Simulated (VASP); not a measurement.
# AlN (P6_3mc) in VASP: a series of runs

Runs on AlN. Level: r2SCAN. Tasks: dielectric tensor.

All numbers are computed with VASP 6.6.1; they aren't measurements. Logs are shortened: lines on timing, memory, paths and dates and some standing lists are left out, and cuts for length are marked.

### Step 1. The cell of the first run

It takes space group P6_3mc (No. 186, hexagonal). Conventional cell: a = 3.107 Å, b = 3.107 Å, c = 5.128 Å, α = 90.00°, β = 90.00°, γ = 120.00°. Al (site symmetry 3m) has 4 N at 1.90 to 1.93 Å within 2.5 Å. Within 2.5 Å of N (site symmetry 3m) lie 4 Al at 1.90 to 1.93 Å.

### Step 2. Dielectric tensor, r2SCAN (uniaxial z strain +3.0%)

The input, INCAR:

```
SYSTEM = AlN
PREC = Accurate
ENCUT = 520
EDIFF = 1E-8
ISMEAR = 0
SIGMA = 0.01
LREAL = .FALSE.
LASPH = .TRUE.
NELM = 100
ALGO = Normal
ISIF = 2
LWAVE = .FALSE.
LCHARG = .FALSE.
METAGGA = R2SCAN
LMIXTAU = .TRUE.
LCALCEPS = .TRUE.
```

The input, KPOINTS:

```
Automatic mesh
0
G
  9 9 4
  0 0 0
```

The input, POSCAR:

```
AlN
1.0
    3.1066937602      0.0000000000      0.0000000000
   -1.5533468801      2.6904757181      0.0000000000
    0.0000000000      0.0000000000      5.1279492985
Al N
2 2
Direct
    0.3333333333      0.6666666667     -0.0010130585
    0.6666666667      0.3333333333      0.4989869415
    0.3333333333      0.6666666667      0.3760130585
    0.6666666667      0.3333333333      0.8760130585
```

Potentials or basis: VASP PAW PBE potentials, release 64 (Al, N).

Launch:

```sh
cat potpaw_PBE.64/Al/POTCAR potpaw_PBE.64/N/POTCAR > POTCAR
mpirun -np 1 vasp_std > vasp.out
```

OUTCAR:

```text
SYSTEM = AlN
   PREC = Accurate
   ENCUT = 520
   EDIFF = 1E-8
   ISMEAR = 0
   LREAL = .FALSE.
   LASPH = .TRUE.
   NELM = 100
   ISIF = 2
   METAGGA = R2SCAN

 ion  position               nearest neighbor table
   1  0.333  0.667  0.999-   4 1.90   4 1.90   4 1.90   3 1.93   2 3.13   2 3.13   2 3.13   2 3.13
                             2 3.13   2 3.13
   2  0.667  0.333  0.499-   3 1.90   3 1.90   3 1.90   4 1.93   1 3.13   1 3.13   1 3.13   1 3.13
                             1 3.13   1 3.13
   3  0.333  0.667  0.376-   2 1.90   2 1.90   2 1.90   1 1.93
   4  0.667  0.333  0.876-   1 1.90   1 1.90   1 1.90   2 1.93

  LATTYP: Found a hexagonal cell.
 ALAT       =     3.1066937602
 C/A-ratio  =     1.6506130614

  Lattice vectors:

 A1 = (   3.1066937602,   0.0000000000,   0.0000000000)
 A2 = (  -1.5533468801,   2.6904757181,   0.0000000000)
 A3 = (   0.0000000000,   0.0000000000,   5.1279492985)

Analysis of symmetry for initial positions (statically):
=====================================================================
 Subroutine PRICEL returns:
 Original cell was already a primitive cell.

 Routine SETGRP: Setting up the symmetry group for a
 hexagonal supercell.

 Subroutine GETGRP returns: Found 12 space group operations
 (whereof  6 operations were pure point group operations)
 out of a pool of 24 trial point group operations.

The static configuration has the point symmetry C_3v.
 The point group associated with its full space group is C_6v.

Analysis of symmetry for dynamics (positions and initial velocities):
=====================================================================
 Subroutine PRICEL returns:
 Original cell was already a primitive cell.

 Routine SETGRP: Setting up the symmetry group for a
 hexagonal supercell.

 Subroutine GETGRP returns: Found 12 space group operations
 (whereof  6 operations were pure point group operations)
 out of a pool of 24 trial point group operations.

The dynamic configuration has the point symmetry C_3v.
 The point group associated with its full space group is C_6v.

 Subroutine INISYM returns: Found 12 space group operations
 (whereof  6 operations are pure point group operations),
 and found     1 'primitive' translations

----------------------------------------------------------------------------------------

                                     Primitive cell

  volume of cell :      42.8619

  direct lattice vectors                    reciprocal lattice vectors
     3.106693760  0.000000000  0.000000000     0.321885605  0.185840741  0.000000000
    -1.553346880  2.690475718  0.000000000     0.000000000  0.371681481  0.000000000
     0.000000000  0.000000000  5.127949298     0.000000000  0.000000000  0.195009728

  length of vectors
     3.106693760  3.106693760  5.127949298     0.371681481  0.371681481  0.195009728

  position of ions in fractional coordinates (direct lattice)
     0.333333333  0.666666667  0.998986942
     0.666666667  0.333333333  0.498986942
     0.333333333  0.666666667  0.376013058
     0.666666667  0.333333333  0.876013058

  ion indices of the primitive-cell ions
   primitive index   ion index
                 1           1
                 2           2
                 3           3
                 4           4

----------------------------------------------------------------------------------------

 KPOINTS: Automatic mesh

Automatic generation of k-mesh.
 Grid dimensions read from file:
 generate k-points for:    9    9    4

 Generating k-lattice:

  Cartesian coordinates                     Fractional coordinates (reciprocal lattice)
     0.035765067  0.020648971  0.000000000     0.111111111 -0.000000000  0.000000000
     0.000000000  0.041297942  0.000000000     0.000000000  0.111111111  0.000000000
     0.000000000  0.000000000  0.048752432     0.000000000  0.000000000  0.250000000

  Length of vectors
     0.041297942  0.041297942  0.048752432

  Shift w.r.t. Gamma in fractional coordinates (k-lattice)
     0.000000000  0.000000000  0.000000000

 Subroutine IBZKPT returns following result:
 ===========================================

 Found     36 irreducible k-points:

 Following reciprocal coordinates:
            Coordinates               Weight
  0.000000  0.000000  0.000000      1.000000
  0.111111  0.000000  0.000000      6.000000
  0.222222  0.000000  0.000000      6.000000
  0.333333  0.000000  0.000000      6.000000
  0.444444  0.000000  0.000000      6.000000
  0.111111  0.111111  0.000000      6.000000
[... 16 lines left out ...]
  0.333333  0.222222  0.250000     24.000000
  0.333333  0.333333  0.250000      4.000000
 [... further k-points ...]
   k-points           NKPTS =     36   k-points in BZ     NKDIM =     36   number of bands    NBANDS=     12
   number of dos      NEDOS =    301   number of ions     NIONS =      4
   total plane-waves  NPLWV =  23040
   dimension x,y,z NGX =    24 NGY =   24 NGZ =   40
   dimension x,y,z NGXF=    48 NGYF=   48 NGZF=   80
   ions per type =               2   2
   NGX,Y,Z   is equivalent  to a cutoff of  12.84, 12.84, 12.97 a.u.
   NGXF,Y,Z  is equivalent  to a cutoff of  25.69, 25.69, 25.94 a.u.
 SYSTEM =  AlN
   PREC   = accura    normal or accurate (medium, high low for compatibility)
   ISTART =      0    job   : 0-new  1-cont  2-samecut
   ICHARG =      2    charge: 1-file 2-atom 10-const
   ISPIN  =      1    spin polarized calculation?
   LNONCOLLINEAR =      F non collinear calculations
   LSORBIT =      F    spin-orbit coupling
   LASPH  =      T    aspherical Exc in radial PAW
   ENCUT  =  520.0 eV  38.22 Ry    6.18 a.u.   5.78  5.78  9.53*2*pi/ulx,y,z
   NELM   =    100;   NELMIN=  2; NELMDL= -5     # of ELM steps
   EDIFF  = 0.1E-07   stopping-criterion for ELM
   LREAL  =      F    real-space projection
   EDIFFG = 0.1E-06   stopping-criterion for IOM
   NSW    =      0    number of steps for IOM
   IBRION =     -1    ionic relax: 0-MD 1-quasi-New 2-CG
   NFREE  =      0    steps in history (QN), initial steepest desc. (CG)
   ISIF   =      2    stress and relaxation
   ISYM   =      2    0-nonsym 1-usesym 2-fastsym
   POTIM  = 0.5000    time-step for ionic-motion
   TEBEG  =    0.0;   TEEND  =   0.0 temperature during run
   PSTRESS=    0.0 pullay stress
   NELECT =      16.0000    total number of electrons
   NUPDOWN=      -1.0000    fix difference up-down
   EMIN   =  10.00;   EMAX   =-10.00  energy-range for DOS
   EFERMI =   0.00;   METHOD = LEGACY
   ISMEAR =     0;   SIGMA  =   0.01  broadening in eV -4-tet -1-fermi 0-gaus
   EFERMI_NEDOS =   21; number of points for ismear=-14 and -15
   IALGO  =     38    algorithm
   IMIX   =      4    mixing-type and parameters
     AMIX     =   0.40;   BMIX     =  1.00
     AMIX_MAG =   1.60;   BMIX_MAG =  1.00
  volume/ion in A,a.u.               =      10.72        72.31
  Fermi-wavevector in a.u.,A,eV,Ry     =   1.178757  2.227528 18.904872  1.389469
  Thomas-Fermi vector in A             =   2.315081
   LORBIT       =      0    0 simple, 1 ext, 2 COOP (PROOUT), +10 PAW based schemes
   METAGGA = R2SCAN    functional components
   LHFCALC =     F    Hartree Fock is set to
   AEXX    =    0.0000 exact exchange contribution
   IVDW    =     0    specifies the selected vdW correction
   LEPSILON=     F    determine dielectric tensor
   LRPA    =     F    only Hartree local field effects (RPA)
   LRPA       =     F
 non-spin polarized calculation
 Gauss-broadening in eV      SIGMA  =   0.01
  energy-cutoff  :      520.00
  volume of cell :       42.86
 maximum number of plane-waves:      1172
 NGX is ok and might be reduce to    24
   NGX = 11   NGY = 11   NGZ = 19

 Total electronic dipole moment: p[elc]=(    -0.00000     0.00000    -0.17320 ) |e| Angst

 number of electron      15.9999997 magnetization

 Free energy of the ion-electron system (eV)
  ---------------------------------------------------
  ext. energy  EPLUGINS =         0.00000000
  ---------------------------------------------------
  free energy    TOTEN  =       -38.40826596 eV

  energy without entropy =      -38.40826596  energy(sigma->0) =      -38.40826596

 E-fermi :   5.5462     XC(G=0): -11.2831

 val. band max:        5.4953661867   @ k =   0.0000   0.0000   0.0000
 cond. band min:   10000.0000000000   @ k =   0.0000   0.0000   0.0000
 fundamental gap:   9994.5046338133
 Fermi energy:         5.5462479314

 k-point     1 :       0.0000    0.0000    0.0000
  band No.  band energies     occupation
      1     -10.1606      2.00000
      2      -8.2459      2.00000
      3      -0.4018      2.00000
      4       4.9213      2.00000
      5       4.9213      2.00000
      6       5.4627      2.00000
      7       5.4954      2.00000
      8       5.4954      2.00000
      9   10000.0000      0.00000
     10   10000.0000      0.00000
     11   10000.0000      0.00000
     12   10000.0000      0.00000

 k-point     2 :       0.1111    0.0000    0.0000
  band No.  band energies     occupation
      1     -10.0045      2.00000
      2      -8.1533      2.00000
      3      -0.2099      2.00000
      4       4.2100      2.00000
      5       4.7246      2.00000
      6       4.8047      2.00000
      7       5.4068      2.00000
      8       5.4570      2.00000
      9   10000.0000      0.00000
     10   10000.0000      0.00000
     11   10000.0000      0.00000
     12   10000.0000      0.00000
[... 301 lines left out ...]
 k-point    23 :       0.3333    0.2222    0.2500
  band No.  band energies     occupation
      1      -8.0188      2.00000
      2      -7.6623      2.00000
      3       0.6470      2.00000
      4       1.1332      2.00000
      5       2.1736      2.00000
      6       3.2035      2.00000
      7       3.6384      2.00000
      8       4.4772      2.00000
      9   10000.0000      0.00000
     10   10000.0000      0.00000
     11   10000.0000      0.00000
     12   10000.0000      0.00000

 k-point    24 :       0.3333    0.3333    0.2500
  band No.  band energies     occupation
      1      -7.7444      2.00000
      2      -7.7444      2.00000
      3       1.1722      2.00000
      4       1.2877      2.00000
      5       1.2877      2.00000
      6       2.6585      2.00000
      7       4.0841      2.00000
      8       4.0841      2.00000
      9   10000.0000      0.00000
     10   10000.0000      0.00000
     11   10000.0000      0.00000
     12   10000.0000      0.00000

 [... further k-points ...]

------------------------ aborting loop because EDIFF is reached ----------------------------------------

            Ionic dipole moment: p[ion]=(     0.00000     0.00000    14.12264 ) |e| Angst

 Total electronic dipole moment: p[elc]=(    -0.00000    -0.00000    -0.16513 ) |e| Angst

 MACROSCOPIC STATIC DIELECTRIC TENSOR (including local field effects)
 ------------------------------------------------------
           4.165183     0.000000     0.000000
           0.000000     4.165183     0.000000
           0.000000     0.000000     4.403742
 ------------------------------------------------------

 PIEZOELECTRIC TENSOR (including local field effects) (e Angst)
          XX          YY          ZZ          XY          YZ          ZX
  --------------------------------------------------------------------------------
  x     0.00000     0.00000     0.00000    -0.00000     0.00000     0.90991
  y     0.00000     0.00000    -0.00000     0.00000     0.90991    -0.00000
  z     0.75537     0.75537    -1.38294     0.00000     0.00000    -0.00000

 PIEZOELECTRIC TENSOR (including local field effects) (C/m^2)
          XX          YY          ZZ          XY          YZ          ZX
  --------------------------------------------------------------------------------
  x     0.00000     0.00000     0.00000    -0.00000     0.00000     0.34013
  y     0.00000     0.00000    -0.00000     0.00000     0.34013    -0.00000
  z     0.28236     0.28236    -0.51694     0.00000     0.00000    -0.00000

 BORN EFFECTIVE CHARGES (including local field effects) (in |e|, cummulative output)
 ---------------------------------------------------------------------------------
 ion    1
    1     2.49972     0.00000     0.00000
    2     0.00000     2.49972     0.00000
    3    -0.00000     0.00000     2.64345
 ion    2
    1     2.49972     0.00000     0.00000
    2    -0.00000     2.49972    -0.00000
    3     0.00000     0.00000     2.64345
 ion    3
    1    -2.49972     0.00000     0.00000
    2     0.00000    -2.49972    -0.00000
    3     0.00000     0.00000    -2.64345
 ion    4
    1    -2.49972     0.00000     0.00000
    2     0.00000    -2.49972     0.00000
    3     0.00000     0.00000    -2.64345

  FORCE on cell =-STRESS in cart. coord.  units (eV):
  Direction    XX          YY          ZZ          XY          YZ          ZX
  --------------------------------------------------------------------------------------
  -------------------------------------------------------------------------------------
  Total       -0.8093131     -0.8093131     -3.1791424      0.0000000      0.0000000     -0.0000000
  in kB      -30.2521252    -30.2521252   -118.8363537      0.0000000      0.0000000     -0.0000000
  external PRESSURE =     -59.7802014 kB  Pullay stress =       0.0000000 kB

 VOLUME and BASIS-vectors are now :
 -----------------------------------------------------------------------------
  energy-cutoff  :      520.00
  volume of cell :       42.86
      direct lattice vectors                 reciprocal lattice vectors
     3.106693760  0.000000000  0.000000000     0.321885605  0.185840741  0.000000000
    -1.553346880  2.690475718  0.000000000     0.000000000  0.371681481  0.000000000
     0.000000000  0.000000000  5.127949298     0.000000000  0.000000000  0.195009728

 POSITION                                       TOTAL-FORCE (eV/Angst)
 -----------------------------------------------------------------------------------
     -0.00000      1.79365      5.12275         0.000000      0.000000      0.001069
      1.55335      0.89683      2.55878        -0.000000     -0.000000      0.001069
     -0.00000      1.79365      1.92818        -0.000000      0.000000     -0.001069
      1.55335      0.89683      4.49215         0.000000     -0.000000     -0.001069
 -----------------------------------------------------------------------------------
    total drift:                               -0.000000     -0.000000     -0.014610

  FREE ENERGIE OF THE ION-ELECTRON SYSTEM (eV)
  ---------------------------------------------------
  free  energy   TOTEN  =       -38.4082659576 eV

  energy  without entropy=      -38.4082659576  energy(sigma->0) =      -38.40826596
```

Wall time 12 min (1 thread of Intel Xeon 6975P-C (Granite Rapids), shared host); peak memory 0.44 GiB.

Results:

```
Band gap on the k mesh                  : 4.74 eV
Electronic dielectric tensor (diagonal) : 4.17, 4.17, 4.40
Born charges (mean of the diagonal)     : Al +2.55; N -2.55 e
```

Levels at points of the mesh, in eV from the valence-band top:
| k point | band 5 | band 6 | band 7 | band 8 | band 9 | band 10 | band 11 | band 12 |
| --- | --- | --- | --- | --- | --- | --- | --- | --- |
| (0.00, 0.00, 0.00) | -0.57 | -0.03 | 0.00 | 0.00 | 4.74 | 7.69 | 11.30 | 12.26 |
| (0.00, 0.00, 0.50) | -0.29 | -0.29 | -0.29 | -0.29 | 7.21 | 7.21 | 11.06 | 11.06 |

Electronic dielectric tensor:
```
4.17 0.00 0.00
0.00 4.17 0.00
0.00 0.00 4.40
```

Born effective charge tensors (e):
atom 1, Al
```
2.50 0.00 0.00
0.00 2.50 0.00
0.00 0.00 2.64
```
atom 2, Al
```
2.50 0.00 0.00
0.00 2.50 0.00
0.00 0.00 2.64
```
atom 3, N
```
-2.50  0.00  0.00
 0.00 -2.50  0.00
 0.00  0.00 -2.64
```
atom 4, N
```
-2.50  0.00  0.00
 0.00 -2.50  0.00
 0.00  0.00 -2.64
```

Dipole moments of the cell (e·Å, modulo the quantum): ionic 0.000, 0.000, 14.123; electronic 0.000, 0.000, -0.165

Caveat: the cell differs from its parent crystal (uniaxial z strain +3.0%); the PAW data sets were made with another functional, which shifts forces and pressure a little.

(Part 1 of 2 ends here.)

The gap in the log of VASP goes by the Fermi energy; the results here count the filled bands.